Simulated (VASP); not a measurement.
# TiAl3 (P1) in VASP: single point with PBEsol

Aim: the single point of TiAl3 with PBEsol.

Program: VASP 6.6.1. These are calculated values, not measurements. Logs are shortened: lines on timing, memory, paths and dates and some standing lists are left out, and cuts for length are marked.

## Step 1: The cell of the first run

The typed cell holds 4 atoms: a = 4.036 Å, b = 3.902 Å, c = 3.807 Å, α = 92.31°, β = 87.97°, γ = 87.71°.

## Step 2: Single point, PBEsol (atoms moved at random and the cell strained at random)

INCAR

```
SYSTEM = TiAl3
PREC = Accurate
ENCUT = 500
EDIFF = 1E-6
ISMEAR = 0
SIGMA = 0.15
LREAL = .FALSE.
LASPH = .TRUE.
NELM = 120
ALGO = Normal
ISIF = 2
LWAVE = .FALSE.
LCHARG = .TRUE.
GGA = PS
LELF = .TRUE.
LVHAR = .TRUE.
NBANDS = 18
GGA_COMPAT = .FALSE.
```

KPOINTS

```
Automatic mesh
0
G
  12 12 12
  0 0 0
```

POSCAR

```
TiAl3
1.0
    4.0345885656      0.0798399844      0.0703076245
    0.0798399844      3.9004236218     -0.0782865881
    0.0703076245     -0.0782865881      3.8055597076
Ti Al
1 3
Direct
   -0.0025807076     -0.0020315414      0.0024365171
    0.5023395320      0.5092867383      0.0020413508
    0.4947193274     -0.0041672538      0.4985994677
    0.0055218483      0.4969120569      0.4969226644
```

Potentials or basis: VASP PAW PBE potentials, release 64 (Ti_sv, Al).

Launch:

```sh
$ cat potpaw_PBE.64/Ti_sv/POTCAR potpaw_PBE.64/Al/POTCAR > POTCAR
$ mpirun -np 1 vasp_std > vasp.out
```

OUTCAR:

```text
SYSTEM = TiAl3
   PREC = Accurate
   ENCUT = 500
   EDIFF = 1E-6
   ISMEAR = 0
   LREAL = .FALSE.
   LASPH = .TRUE.
   NELM = 120
   ISIF = 2
   GGA = PS

 ion  position               nearest neighbor table
   1  0.997  0.998  0.002-   4 2.66   4 2.69   3 2.72   3 2.73   2 2.73   2 2.77   4 2.77   4 2.79
                             3 2.80   2 2.82   3 2.84   2 2.91
   2  0.502  0.509  0.002-   3 2.62   4 2.71   3 2.72   1 2.73   4 2.74   3 2.75   1 2.77   3 2.81
                             1 2.82   4 2.82   4 2.83   1 2.91
   3  0.495  0.996  0.499-   2 2.62   2 2.72   1 2.72   4 2.72   1 2.73   2 2.75   4 2.78   1 2.80
                             2 2.81   4 2.83   1 2.84   4 2.90
   4  0.006  0.497  0.497-   1 2.66   1 2.69   2 2.71   3 2.72   2 2.74   1 2.77   3 2.78   1 2.79
                             2 2.82   2 2.83   3 2.83   3 2.90

  LATTYP: Found a triclinic cell.
 ALAT       =     5.3407715469
 B/A-ratio  =     0.7306109352
 C/A-ratio  =     1.0570711460
 COS(alpha) =     0.0013784135
 COS(beta)  =     0.4997621784
 COS(gamma) =     0.7019321127

  Lattice vectors:

 A1 = (  -0.1501476089,  -3.8221370337,  -3.7272731195)
 A2 = (  -0.0798399844,  -3.9004236218,   0.0782865881)
 A3 = (  -4.1048961901,  -0.0015533963,  -3.8758673321)

Analysis of symmetry for initial positions (statically):
=====================================================================
 Subroutine PRICEL returns:
 Original cell was already a primitive cell.

 Routine SETGRP: Setting up the symmetry group for a
 triclinic supercell.

 Subroutine GETGRP returns: Found  1 space group operations
 (whereof  1 operations were pure point group operations)
 out of a pool of  2 trial point group operations.

The static configuration has the point symmetry C_1 .

Analysis of symmetry for dynamics (positions and initial velocities):
=====================================================================
 Subroutine PRICEL returns:
 Original cell was already a primitive cell.

 Routine SETGRP: Setting up the symmetry group for a
 triclinic supercell.

 Subroutine GETGRP returns: Found  1 space group operations
 (whereof  1 operations were pure point group operations)
 out of a pool of  2 trial point group operations.

The dynamic configuration has the point symmetry C_1 .

 Subroutine INISYM returns: Found  1 space group operations
 (whereof  1 operations are pure point group operations),
 and found     1 'primitive' translations

----------------------------------------------------------------------------------------

                                     Primitive cell

  volume of cell :      59.8174

  direct lattice vectors                    reciprocal lattice vectors
     4.034588566  0.079839984  0.070307624     0.248040794 -0.005171401 -0.004688932
     0.079839984  3.900423622 -0.078286588    -0.005171401  0.256596130  0.005374144
     0.070307624 -0.078286588  3.805559708    -0.004688932  0.005374144  0.262970619

  length of vectors
     4.035990892  3.902026095  3.807014137     0.248139004  0.256704497  0.263067318

  position of ions in fractional coordinates (direct lattice)
     0.997419292  0.997968459  0.002436517
     0.502339532  0.509286738  0.002041351
     0.494719327  0.995832746  0.498599468
     0.005521848  0.496912057  0.496922664

  ion indices of the primitive-cell ions
   primitive index   ion index
                 1           1
                 2           2
                 3           3
                 4           4

----------------------------------------------------------------------------------------

 KPOINTS: Automatic mesh

Automatic generation of k-mesh.
 Grid dimensions read from file:
 generate k-points for:   12   12   12

 Generating k-lattice:

  Cartesian coordinates                     Fractional coordinates (reciprocal lattice)
     0.020670066 -0.000430950 -0.000390744     0.083333333  0.000000000  0.000000000
    -0.000430950  0.021383011  0.000447845    -0.000000000  0.083333333  0.000000000
    -0.000390744  0.000447845  0.021914218    -0.000000000  0.000000000  0.083333333

  Length of vectors
     0.020678250  0.021392041  0.021922277

  Shift w.r.t. Gamma in fractional coordinates (k-lattice)
     0.000000000  0.000000000  0.000000000

 Subroutine IBZKPT returns following result:
 ===========================================

 Found    868 irreducible k-points:

 Following reciprocal coordinates:
            Coordinates               Weight
  0.000000  0.000000  0.000000      1.000000
  0.083333  0.000000  0.000000      2.000000
  0.166667  0.000000  0.000000      2.000000
  0.250000  0.000000  0.000000      2.000000
  0.333333  0.000000  0.000000      2.000000
  0.416667  0.000000  0.000000      2.000000
[... 16 lines left out ...]
  0.250000  0.166667 -0.000000      2.000000
  0.333333  0.166667  0.000000      2.000000
 [... further k-points ...]
   k-points           NKPTS =    868   k-points in BZ     NKDIM =    868   number of bands    NBANDS=     18
   number of dos      NEDOS =    301   number of ions     NIONS =      4
   total plane-waves  NPLWV =  23520
   dimension x,y,z NGX =    30 NGY =   28 NGZ =   28
   dimension x,y,z NGXF=    60 NGYF=   56 NGZF=   56
   ions per type =               1   3
   NGX,Y,Z   is equivalent  to a cutoff of  12.36, 11.93, 12.23 a.u.
   NGXF,Y,Z  is equivalent  to a cutoff of  24.71, 23.86, 24.45 a.u.
 SYSTEM =  TiAl3
   PREC   = accura    normal or accurate (medium, high low for compatibility)
   ISTART =      0    job   : 0-new  1-cont  2-samecut
   ICHARG =      2    charge: 1-file 2-atom 10-const
   ISPIN  =      1    spin polarized calculation?
   LNONCOLLINEAR =      F non collinear calculations
   LSORBIT =      F    spin-orbit coupling
   LASPH  =      T    aspherical Exc in radial PAW
   ENCUT  =  500.0 eV  36.75 Ry    6.06 a.u.   7.36  7.11  6.94*2*pi/ulx,y,z
   NELM   =    120;   NELMIN=  2; NELMDL= -5     # of ELM steps
   EDIFF  = 0.1E-05   stopping-criterion for ELM
   LREAL  =      F    real-space projection
   EDIFFG = 0.1E-04   stopping-criterion for IOM
   NSW    =      0    number of steps for IOM
   IBRION =     -1    ionic relax: 0-MD 1-quasi-New 2-CG
   NFREE  =      0    steps in history (QN), initial steepest desc. (CG)
   ISIF   =      2    stress and relaxation
   ISYM   =      2    0-nonsym 1-usesym 2-fastsym
   POTIM  = 0.5000    time-step for ionic-motion
   TEBEG  =    0.0;   TEEND  =   0.0 temperature during run
   PSTRESS=    0.0 pullay stress
   NELECT =      21.0000    total number of electrons
   NUPDOWN=      -1.0000    fix difference up-down
   EMIN   =  10.00;   EMAX   =-10.00  energy-range for DOS
   EFERMI =   0.00;   METHOD = LEGACY
   ISMEAR =     0;   SIGMA  =   0.15  broadening in eV -4-tet -1-fermi 0-gaus
   EFERMI_NEDOS =   21; number of points for ismear=-14 and -15
   IALGO  =     38    algorithm
   IMIX   =      4    mixing-type and parameters
     AMIX     =   0.40;   BMIX     =  1.00
     AMIX_MAG =   1.60;   BMIX_MAG =  1.00
  volume/ion in A,a.u.               =      14.95       100.92
  Fermi-wavevector in a.u.,A,eV,Ry     =   1.154885  2.182416 18.146890  1.333759
  Thomas-Fermi vector in A             =   2.291518
   LORBIT       =      0    0 simple, 1 ext, 2 COOP (PROOUT), +10 PAW based schemes
   GGA     = PS    functional components
   LHFCALC =     F    Hartree Fock is set to
   AEXX    =    0.0000 exact exchange contribution
   IVDW    =     0    specifies the selected vdW correction
   LEPSILON=     F    determine dielectric tensor
   LRPA    =     F    only Hartree local field effects (RPA)
 non-spin polarized calculation
 Gauss-broadening in eV      SIGMA  =   0.15
  energy-cutoff  :      500.00
  volume of cell :       59.82
 maximum number of plane-waves:      1536
 NGX is ok and might be reduce to    30
   NGX = 15   NGY = 15   NGZ = 13

 number of electron      21.0000001 magnetization

 Free energy of the ion-electron system (eV)
  ---------------------------------------------------
  ext. energy  EPLUGINS =         0.00000000
  ---------------------------------------------------
  free energy    TOTEN  =       -21.97276810 eV

  energy without entropy =      -21.94727928  energy(sigma->0) =      -21.96002369

 E-fermi :   9.3885     XC(G=0): -11.0524

 val. band max:        9.3880101953   @ k =   0.5000  -0.1667   0.2500
 cond. band min:       9.3912004660   @ k =   0.1667   0.0000   0.4167
 fundamental gap:      0.0031902707
 Fermi energy:         9.3885003689

 k-point     1 :       0.0000    0.0000    0.0000
  band No.  band energies     occupation
      1     -47.2360      2.00000
      2     -23.6815      2.00000
      3     -23.6550      2.00000
      4     -23.6212      2.00000
      5      -1.6070      2.00000
      6       5.9883      2.00000
[... 10 lines left out ...]
     17      14.5179      0.00000
     18      15.5250      0.00000

 k-point     2 :       0.0833    0.0000    0.0000
  band No.  band energies     occupation
      1     -47.2359      2.00000
      2     -23.6825      2.00000
      3     -23.6549      2.00000
      4     -23.6213      2.00000
      5      -1.5419      2.00000
      6       5.3702      2.00000
[... 10 lines left out ...]
     17      14.5895      0.00000
     18      15.2874      0.00000

 k-point     3 :       0.1667    0.0000    0.0000
  band No.  band energies     occupation
      1     -47.2358      2.00000
      2     -23.6855      2.00000
      3     -23.6548      2.00000
      4     -23.6213      2.00000
      5      -1.3479      2.00000
      6       4.4026      2.00000
[... 10 lines left out ...]
     17      14.3937      0.00000
     18      14.7690      0.00000

 k-point     4 :       0.2500    0.0000    0.0000
  band No.  band energies     occupation
      1     -47.2356      2.00000
      2     -23.6896      2.00000
      3     -23.6546      2.00000
      4     -23.6213      2.00000
      5      -1.0296      2.00000
      6       3.4139      2.00000
[... 375 lines left out ...]
      4     -23.6223      2.00000
      5      -1.0957      2.00000
      6       4.6737      2.00000
[... 10 lines left out ...]
     17      14.1877      0.00000
     18      14.7173      0.00000

 k-point    23 :       0.2500    0.1667   -0.0000
  band No.  band energies     occupation
      1     -47.2354      2.00000
      2     -23.6896      2.00000
      3     -23.6586      2.00000
      4     -23.6223      2.00000
      5      -0.7929      2.00000
      6       3.7218      2.00000
[... 10 lines left out ...]
     17      14.1269      0.00000
     18      14.3625      0.00000

 k-point    24 :       0.3333    0.1667    0.0000
  band No.  band energies     occupation
      1     -47.2352      2.00000
      2     -23.6935      2.00000
      3     -23.6584      2.00000
      4     -23.6223      2.00000
      5      -0.3775      2.00000
      6       2.7953      2.00000
[... 10 lines left out ...]
     17      13.8113      0.00000
     18      15.2585      0.00000

 [... further k-points ...]

------------------------ aborting loop because EDIFF is reached ----------------------------------------

  FORCE on cell =-STRESS in cart. coord.  units (eV):
  Direction    XX          YY          ZZ          XY          YZ          ZX
  --------------------------------------------------------------------------------------
  -------------------------------------------------------------------------------------
  Total        0.1266983      1.8563446      2.9570217     -1.1262505      1.7057522     -1.2101013
  in kB        3.3935431     49.7211700     79.2022011    -30.1660002     45.6876335    -32.4118970
  external PRESSURE =      44.1056381 kB  Pullay stress =       0.0000000 kB

 VOLUME and BASIS-vectors are now :
 -----------------------------------------------------------------------------
  energy-cutoff  :      500.00
  volume of cell :       59.82
      direct lattice vectors                 reciprocal lattice vectors
     4.034588566  0.079839984  0.070307624     0.248040794 -0.005171401 -0.004688932
     0.079839984  3.900423622 -0.078286588    -0.005171401  0.256596130  0.005374144
     0.070307624 -0.078286588  3.805559708    -0.004688932  0.005374144  0.262970619

 POSITION                                       TOTAL-FORCE (eV/Angst)
 -----------------------------------------------------------------------------------
      4.10403      3.97194      0.00127         0.022689      0.095619     -0.166632
      2.06754      2.02638      0.00322        -0.000007     -0.394323     -0.177694
      2.11055      3.88463      1.85427         0.168165      0.221354      0.159067
      0.09689      1.89971      1.85256        -0.190847      0.077350      0.185259
 -----------------------------------------------------------------------------------
    total drift:                                0.000146     -0.000218     -0.000068

  FREE ENERGIE OF THE ION-ELECTRON SYSTEM (eV)
  ---------------------------------------------------
  free  energy   TOTEN  =       -21.9727680972 eV

  energy  without entropy=      -21.9472792801  energy(sigma->0) =      -21.96002369
```

Wall time 12 min (1 thread of Oxide Virtual Turin-like, shared host); peak memory 0.77 GiB.

Results:

* Free energy: -21.9728 eV
* Pressure: 4.4 GPa
* Largest force: 0.433 eV/Å
* Band gap on the k mesh: zero (an odd number of electrons rules out a gap without spin polarisation)

Forces in eV/Å, atoms in the order of the input:
```
Ti   0.023  0.096 -0.167
Al   0.000 -0.394 -0.178
Al   0.168  0.221  0.159
Al  -0.191  0.077  0.185
```

Stress tensor (GPa, compression positive):
```
 0.34 -3.02 -3.24
-3.02  4.97  4.57
-3.24  4.57  7.92
```

Levels at points of the mesh, in eV from the Fermi level:
| k point | band 7 | band 8 | band 9 | band 10 | band 11 | band 12 | band 13 | band 14 |
| --- | --- | --- | --- | --- | --- | --- | --- | --- |
| (0.00, 0.00, 0.00) | -2.93 | -2.63 | -2.12 | -1.66 | 0.04 | 0.15 | 0.23 | 0.76 |
| (0.50, 0.00, 0.00) | -2.39 | -2.15 | -2.00 | 0.41 | 0.58 | 0.72 | 0.99 | 1.26 |
| (0.00, 0.50, 0.00) | -2.66 | -2.27 | -1.98 | 0.15 | 0.42 | 0.88 | 1.03 | 1.07 |
| (0.50, 0.50, 0.00) | -6.07 | -5.12 | -1.20 | -1.04 | 0.72 | 0.92 | 1.14 | 1.39 |
| (0.00, 0.00, 0.50) | -2.63 | -2.35 | -2.19 | 0.22 | 0.41 | 0.73 | 0.99 | 1.28 |
| (0.50, 0.00, 0.50) | -5.95 | -5.11 | -1.39 | -1.19 | 0.68 | 0.81 | 1.11 | 1.35 |
| (0.00, 0.50, 0.50) | -5.75 | -5.11 | -1.57 | -1.41 | 0.40 | 0.80 | 1.03 | 1.38 |
| (0.50, 0.50, 0.50) | -5.08 | -4.77 | -3.78 | -3.64 | -3.10 | 0.20 | 1.17 | 1.42 |

Caveat: the cell differs from its parent crystal (atoms moved at random and the cell strained at random); the stress differs along the axes, from 0 to 8 GPa; the PAW data sets were made with another functional, which shifts forces and pressure a little.
